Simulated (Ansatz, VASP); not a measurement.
# Mn3P2: VASP beside Ansatz

The input INCAR:

```
SYSTEM = Mn3P2
PREC = Accurate ; ENCUT = 600
EDIFF = 1E-7 ; ISMEAR = 0
SIGMA = 0.1 ; LREAL = .FALSE.
LASPH = .TRUE. ; NELM = 150
ALGO = Normal ; ISIF = 3
LWAVE = .FALSE. ; LCHARG = .FALSE.
ISPIN = 2 ; MAGMOM = 4 4 4 0 0
LORBIT = 11 ; LMAXMIX = 4
GGA = PE ; IBRION = 2
NSW = 90 ; EDIFFG = -0.04
```

Contents of KPOINTS:

```
regular mesh
0
G
  4 4 4
  0 0 0
```

The input POSCAR:

```
Mn3P2
1.0
    4.3367254300      0.0000000000      0.0000000000
    0.0000000000      4.3367254300      0.0000000000
    0.0000000000      0.0000000000      4.3367254300
Mn P
3 2
Direct
    0.0000000000      0.5000000000      0.5000000000
    0.5000000000      0.0000000000      0.5000000000
    0.5000000000      0.5000000000      0.0000000000
    0.5000000000      0.5000000000      0.5000000000
    0.0000000000      0.0000000000      0.0000000000
```

Input for Ansatz:

```yaml
crystal:
  lattice:
    - [4.33672543, 0.0, 0.0]
    - [0.0, 4.33672543, 0.0]
    - [0.0, 0.0, 4.33672543]
  atoms:
    - { symbol: Mn, position: [0.0, 0.5, 0.5], spin: 4.0 }
    - { symbol: Mn, position: [0.5, 0.0, 0.5], spin: 4.0 }
    - { symbol: Mn, position: [0.5, 0.5, 0.0], spin: 4.0 }
    - { symbol: P, position: [0.5, 0.5, 0.5] }
    - { symbol: P, position: [0.0, 0.0, 0.0] }
basis:
  ecutwfc: 420
kpoints:
  mp_grid: { grid: [4, 4, 4] }
hamiltonian:
  xc: pbe
scf:
  occupations: { method: gaussian, width: 0.1 }
  lower_state_search: "off"
output:
  forces: true
  stress: true
  eigenvalues: true
  populations: true
magnetization:
  spin_polarized: true
relax:
  adjacent_minimum: "off"
  f_tol: 0.04
  max_steps: 70
  cell: { stress_tol: 0.4 }
```

Alike in both runs: task relaxation of cell and atoms; functional PBE; k mesh 4 × 4 × 4; occupations gaussian, width 0.1 eV; collinear spin.

|  | VASP | Ansatz |
| --- | --- | --- |
| version | VASP 6.6.1 | Ansatz 0.2.0 |
| potentials or method | VASP PAW PBE potentials, release 64 (Mn_pv, P), cutoff 600 eV | scalar-relativistic, plane waves, PAW |
| valence electrons in the cell | 49 | 55 |

VASP gave:

```
gap on the k mesh at the Fermi level, each at its own relaxed structure (eV) : none
net moment per atom (μB)                                                     : 1.72
size of the moment on the site where the two differ most (μB)                : 2.92
relaxed volume (Å³/atom)                                                     : 15.84
relaxed cell length with the largest relative difference (Å)                 : 4.295
```

Problem. What did Ansatz give for the same quantities?

Solution. gap on the k mesh at the Fermi level, each at its own relaxed structure (eV): none; net moment per atom (μB): 1.72; size of the moment on the site where the two differ most (μB): 2.67; relaxed volume (Å³/atom): 15.83; relaxed cell length with the largest relative difference (Å): 4.294.

Site moments also hang on the region over which each program counts them. A gap of «none» marks a metal or a gap that the smearing closes. VASP's potentials hold 49 valence electrons a cell and Ansatz's 55, so a difference there can come from the potentials and not from the codes.

The k mesh is coarse, so the values compare programs but aren't converged.
